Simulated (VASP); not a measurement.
# Mg2Si3N (P6/mmm) in VASP: notebook, part 2 of 2

VASP 6.6.1. Earlier steps stand in the parts before.

## (3) Relaxation of cell and atoms, PBE, collinear spin, ferromagnetic start

This run uses another cell than the first one, of 13.85 Å³/atom, 0.800 times its volume.

Contents of INCAR:

```
SYSTEM = Mg2Si3N
ALGO = Normal
EDIFF = 1E-6
EDIFFG = -0.04
ENCUT = 600
GGA = PE
IBRION = 2
ISIF = 3
ISMEAR = 0
ISPIN = 2
LASPH = .TRUE.
LCHARG = .FALSE.
LORBIT = 11
LREAL = .FALSE.
LWAVE = .FALSE.
MAGMOM = 0 0 0 0 0 1
NELM = 150
NSW = 90
PREC = Accurate
SIGMA = 0.1
```

Contents of KPOINTS:

```
k-points
0
G
  6 6 6
  0 0 0
```

Contents of POSCAR:

```
Mg2Si3N
1.0
    5.4101795400      0.0000000000      0.0000000000
   -2.7050897700      4.6853529200      0.0000000000
    0.0000000000      0.0000000000      3.2775802100
Mg Si N
2 3 1
Direct
    0.3333333300      0.6666666700      0.0000000000
    0.6666666700      0.3333333300      0.0000000000
    0.5000000000      0.0000000000      0.5000000000
    0.5000000000      0.5000000000      0.5000000000
    0.0000000000      0.5000000000      0.5000000000
    0.0000000000      0.0000000000      0.0000000000
```

Potentials or basis: VASP PAW PBE potentials, release 64 (Mg, Si, N).

The run is started by

```sh
$ cat potpaw_PBE.64/Mg/POTCAR potpaw_PBE.64/Si/POTCAR potpaw_PBE.64/N/POTCAR > POTCAR
$ mpirun -np 1 vasp_std > vasp.out
```

OUTCAR:

```text
SYSTEM = Mg2Si3N
   EDIFF = 1E-6
   EDIFFG = -0.04
   ENCUT = 600
   GGA = PE
   IBRION = 2
   ISIF = 3
   ISMEAR = 0
   ISPIN = 2
   LASPH = .TRUE.
   LORBIT = 11
   LREAL = .FALSE.
   NELM = 150
   NSW = 90
   PREC = Accurate

 ion  position               nearest neighbor table
   1  0.333  0.667  0.000-   3 2.26   3 2.26   5 2.26   5 2.26   4 2.26   4 2.26   2 3.12   2 3.12
                             2 3.12
   2  0.667  0.333  0.000-   3 2.26   3 2.26   5 2.26   5 2.26   4 2.26   4 2.26   1 3.12   1 3.12
                             1 3.12
   3  0.500  0.000  0.500-   1 2.26   2 2.26   1 2.26   2 2.26   4 2.71   5 2.71   4 2.71   5 2.71

   4  0.500  0.500  0.500-   1 2.26   2 2.26   1 2.26   2 2.26   3 2.71   3 2.71   5 2.71   5 2.71

   5  0.000  0.500  0.500-   1 2.26   2 2.26   1 2.26   2 2.26   3 2.71   3 2.71   4 2.71   4 2.71

   6  0.000  0.000  0.000-

  LATTYP: Found a hexagonal cell.
 ALAT       =     5.4101795400
 C/A-ratio  =     0.6058172720

  Lattice vectors:

 A1 = (   5.4101795400,   0.0000000000,   0.0000000000)
 A2 = (  -2.7050897700,   4.6853529200,   0.0000000000)
 A3 = (   0.0000000000,   0.0000000000,   3.2775802100)

Analysis of symmetry for initial positions (statically):
=====================================================================
 Subroutine PRICEL returns:
 Original cell was already a primitive cell.

 Routine SETGRP: Setting up the symmetry group for a
 hexagonal supercell.

 Subroutine GETGRP returns: Found 24 space group operations
 (whereof 24 operations were pure point group operations)
 out of a pool of 24 trial point group operations.

The static configuration has the point symmetry D_6h.

Analysis of symmetry for dynamics (positions and initial velocities):
=====================================================================
 Subroutine PRICEL returns:
 Original cell was already a primitive cell.

 Routine SETGRP: Setting up the symmetry group for a
 hexagonal supercell.

 Subroutine GETGRP returns: Found 24 space group operations
 (whereof 24 operations were pure point group operations)
 out of a pool of 24 trial point group operations.

The dynamic configuration has the point symmetry D_6h.

Analysis of structural, dynamic, and magnetic symmetry:
=====================================================================
 Subroutine PRICEL returns:
 Original cell was already a primitive cell.

 Routine SETGRP: Setting up the symmetry group for a
 hexagonal supercell.

 Subroutine GETGRP returns: Found 24 space group operations
 (whereof 24 operations were pure point group operations)
 out of a pool of 24 trial point group operations.

The overall configuration has the point symmetry D_6h.

 Subroutine INISYM returns: Found 24 space group operations
 (whereof 24 operations are pure point group operations),
 and found     1 'primitive' translations

----------------------------------------------------------------------------------------

                                     Primitive cell

  volume of cell :      83.0821

  direct lattice vectors                    reciprocal lattice vectors
     5.410179540  0.000000000  0.000000000     0.184836749  0.106715547  0.000000000
    -2.705089770  4.685352920  0.000000000     0.000000000  0.213431094  0.000000000
[... 75 lines left out ...]
   k-points           NKPTS =     28   k-points in BZ     NKDIM =     28   number of bands    NBANDS=     15
   number of dos      NEDOS =    301   number of ions     NIONS =      6
   total plane-waves  NPLWV =  64512
   dimension x,y,z NGX =    48 NGY =   48 NGZ =   28
   dimension x,y,z NGXF=    96 NGYF=   96 NGZF=   56
   ions per type =               2   3   1
   NGX,Y,Z   is equivalent  to a cutoff of  14.75, 14.75, 14.20 a.u.
   NGXF,Y,Z  is equivalent  to a cutoff of  29.50, 29.50, 28.40 a.u.
 SYSTEM =  Mg2Si3N
   PREC   = accura    normal or accurate (medium, high low for compatibility)
   ISTART =      0    job   : 0-new  1-cont  2-samecut
   ICHARG =      2    charge: 1-file 2-atom 10-const
   ISPIN  =      2    spin polarized calculation?
   LNONCOLLINEAR =      F non collinear calculations
   LSORBIT =      F    spin-orbit coupling
   LASPH  =      T    aspherical Exc in radial PAW
   ENCUT  =  600.0 eV  44.10 Ry    6.64 a.u.  10.81 10.81  6.55*2*pi/ulx,y,z
   NELM   =    150;   NELMIN=  2; NELMDL= -5     # of ELM steps
   EDIFF  = 0.1E-05   stopping-criterion for ELM
   LREAL  =      F    real-space projection
   EDIFFG = -.4E-01   stopping-criterion for IOM
   NSW    =     90    number of steps for IOM
   IBRION =      2    ionic relax: 0-MD 1-quasi-New 2-CG
   NFREE  =      1    steps in history (QN), initial steepest desc. (CG)
   ISIF   =      3    stress and relaxation
   ISYM   =      2    0-nonsym 1-usesym 2-fastsym
   POTIM  = 0.5000    time-step for ionic-motion
   TEBEG  =    0.0;   TEEND  =   0.0 temperature during run
   PSTRESS=    0.0 pullay stress
   NELECT =      21.0000    total number of electrons
   NUPDOWN=      -1.0000    fix difference up-down
   EMIN   =  10.00;   EMAX   =-10.00  energy-range for DOS
   EFERMI =   0.00;   METHOD = LEGACY
   ISMEAR =     0;   SIGMA  =   0.10  broadening in eV -4-tet -1-fermi 0-gaus
   EFERMI_NEDOS =   21; number of points for ismear=-14 and -15
   IALGO  =     38    algorithm
   IMIX   =      4    mixing-type and parameters
     AMIX     =   0.40;   BMIX     =  1.00
     AMIX_MAG =   1.60;   BMIX_MAG =  1.00
  volume/ion in A,a.u.               =      13.85        93.44
  Fermi-wavevector in a.u.,A,eV,Ry     =   1.035092  1.956040 14.577484  1.071415
  Thomas-Fermi vector in A             =   2.169418
   LORBIT       =     11    0 simple, 1 ext, 2 COOP (PROOUT), +10 PAW based schemes
   GGA     = PE    functional components
   LHFCALC =     F    Hartree Fock is set to
   AEXX    =    0.0000 exact exchange contribution
   IVDW    =     0    specifies the selected vdW correction
   LEPSILON=     F    determine dielectric tensor
   LRPA    =     F    only Hartree local field effects (RPA)
 conjugate gradient relaxation of ions
 spin polarized calculation
 Gauss-broadening in eV      SIGMA  =   0.10
  energy-cutoff  :      600.00
  volume of cell :       83.08
 maximum number of plane-waves:      2803
 NGX is ok and might be reduce to    48
   NGX = 21   NGY = 21   NGZ = 13

--------------------------------------- Ionic step        1  -------------------------------------------

 number of electron      21.0000000 magnetization       2.2455715

 Free energy of the ion-electron system (eV)
  ---------------------------------------------------
  ext. energy  EPLUGINS =         0.00000000
  ---------------------------------------------------
  free energy    TOTEN  =       -14.66511438 eV

  energy without entropy =      -14.64803506  energy(sigma->0) =      -14.65657472

 E-fermi :   6.6412     XC(G=0): -10.4820

 val. band max:        6.6314082933   @ k =   0.3333   0.1667   0.0000
 cond. band min:       6.6457995130   @ k =   0.1667   0.1667   0.1667
 fundamental gap:      0.0143912198
 Fermi energy:         6.6412228206
[... 1857 lines left out ...]
      4      -1.8330      1.00000
      5      -1.4337      1.00000
      6       0.3210      1.00000
      7       0.4679      1.00000
      8       1.3844      1.00000
      9       2.3717      1.00000
     10       3.2396      0.98749
     11       3.3009      0.91532
     12       3.5446      0.01912
     13       3.8998      0.00000
     14       6.1178      0.00000
     15       6.7654      0.00000

 [... further k-points ...]

[... ionic steps 4 to 7 ...]

--------------------------------------- Ionic step        8  -------------------------------------------

 number of electron      21.0000001 magnetization       0.0033414

------------------------ aborting loop because EDIFF is reached ----------------------------------------
[... 79 lines left out ...]
 number of electron      21.0000001 magnetization      -0.0001343

 number of electron      21.0000001 magnetization       0.0000728

 Free energy of the ion-electron system (eV)
  ---------------------------------------------------
  ext. energy  EPLUGINS =         0.00000000
  ---------------------------------------------------
  free energy    TOTEN  =       -22.34260066 eV

  energy without entropy =      -22.32226475  energy(sigma->0) =      -22.33243270

 E-fermi :   5.1802     XC(G=0):  -9.7794

 val. band max:        5.1575186245   @ k =   0.1667   0.0000   0.0000
 cond. band min:       5.1806592568   @ k =   0.5000   0.0000   0.0000
 fundamental gap:      0.0231406322
 Fermi energy:         5.1801663182
[... 903 lines left out ...]
  FREE ENERGIE OF THE ION-ELECTRON SYSTEM (eV)
  ---------------------------------------------------
  free  energy   TOTEN  =       -22.3426006574 eV

  energy  without entropy=      -22.3222647455  energy(sigma->0) =      -22.33243270

 reached required accuracy - stopping structural energy minimisation

 total charge

# of ion       s       p       d       tot
------------------------------------------
    1        0.190   0.128   0.027   0.346
    2        0.190   0.128   0.027   0.346
    3        0.817   0.840   0.000   1.657
    4        0.817   0.840   0.000   1.657
    5        0.817   0.840   0.000   1.657
    6        1.330   2.007   0.000   3.338
--------------------------------------------------
tot          4.163   4.783   0.055   9.001

 magnetization (x)

# of ion       s       p       d       tot
------------------------------------------
    1        0.000   0.000   0.000   0.000
    2        0.000   0.000   0.000   0.000
    3        0.000   0.000   0.000   0.000
    4        0.000   0.000   0.000   0.000
    5        0.000   0.000   0.000   0.000
    6       -0.000   0.000   0.000   0.000
--------------------------------------------------
tot         -0.000   0.000   0.000   0.000
```

It took 17 min on 1 thread of Intel Xeon 6975P-C, shared host; peak memory 0.34 GiB.

What came out:

| Property | Result |
| --- | --- |
| Free energy | -22.3426 eV |
| Relaxed volume | 16.68 Å³/atom |
| Relaxed cell | a = 4.736 Å, b = 4.736 Å, c = 5.152 Å, α = 90.00°, β = 90.00°, γ = 120.00° |
| Space group after relaxing (to 0.05 Å) | P6/mmm (No. 191) |
| Energy gained by relaxing | 1279.6 meV/atom |
| Ionic steps | 10 |
| Pressure after relaxing | -0.1 GPa |
| Net moment | 0.00 μB per cell |
| Valence electrons inside the program's atomic spheres | Mg 0.35; Si 1.66; N 3.34 |

Step by step:
```
step  energy change (eV)  largest force (eV/Å)  pressure (GPa)  volume (Å³)
   1              0.0000                0.0000           45.75        83.08
   2             -4.6128                0.0000           -7.90       138.92
   3             -4.8943                0.0000           -1.78       120.24
   4             -4.9145                0.0000           -4.06       125.63
   5             -5.8653                0.0000           -5.50       120.74
   6             -7.6625                0.0000           -1.48       101.88
   7             -7.6546                0.0000            1.22        98.80
   8             -7.6765                0.0000           -0.50       100.67
   9             -7.6754                0.0000            0.00       100.07
  10             -7.6775                0.0000           -0.06       100.07
```

Final structure:
```
Mg Si N
1.0
     4.73598    0.00000    0.00000
    -2.36799    4.10147    0.00000
     0.00000    0.00000    5.15199
Mg Si N
2 3 1
Direct
  0.33333 0.66667 0.00000
  0.66667 0.33333 0.00000
  0.50000 0.00000 0.50000
  0.50000 0.50000 0.50000
  0.00000 0.50000 0.50000
  0.00000 0.00000 0.00000
```

Levels at points of the mesh, in eV from the Fermi level:
Spin up:
| k point | band 7 | band 8 | band 9 | band 10 | band 11 | band 12 | band 13 | band 14 | band 15 |
| --- | --- | --- | --- | --- | --- | --- | --- | --- | --- |
| (0.00, 0.00, 0.00) | -2.90 | -2.90 | -1.61 | -0.69 | -0.69 | 0.27 | 1.95 | 1.95 | 2.69 |
| (0.50, 0.00, 0.00) | -3.17 | -2.58 | -1.34 | 0.00 | 0.36 | 1.20 | 1.84 | 2.08 | 2.46 |
| (0.00, 0.00, 0.50) | -2.29 | -2.29 | -1.67 | -1.67 | -0.79 | 0.27 | 0.27 | 1.70 | 3.08 |
| (0.50, 0.00, 0.50) | -3.25 | -2.49 | -0.24 | 0.18 | 1.65 | 1.83 | 1.91 | 3.78 | 4.01 |
Spin down:
```tsv
k point	band 7	band 8	band 9	band 10	band 11	band 12	band 13	band 14	band 15
(0.00, 0.00, 0.00)	-2.90	-2.90	-1.61	-0.69	-0.69	0.27	1.95	1.95	2.69
(0.50, 0.00, 0.00)	-3.17	-2.58	-1.34	0.00	0.36	1.20	1.84	2.08	2.46
(0.00, 0.00, 0.50)	-2.29	-2.29	-1.67	-1.67	-0.79	0.27	0.27	1.70	3.08
(0.50, 0.00, 0.50)	-3.25	-2.49	-0.24	0.18	1.65	1.83	1.91	3.78	4.01
```

Caveat: the volume moved by over 15 % at a fixed basis, so the end points are rough.
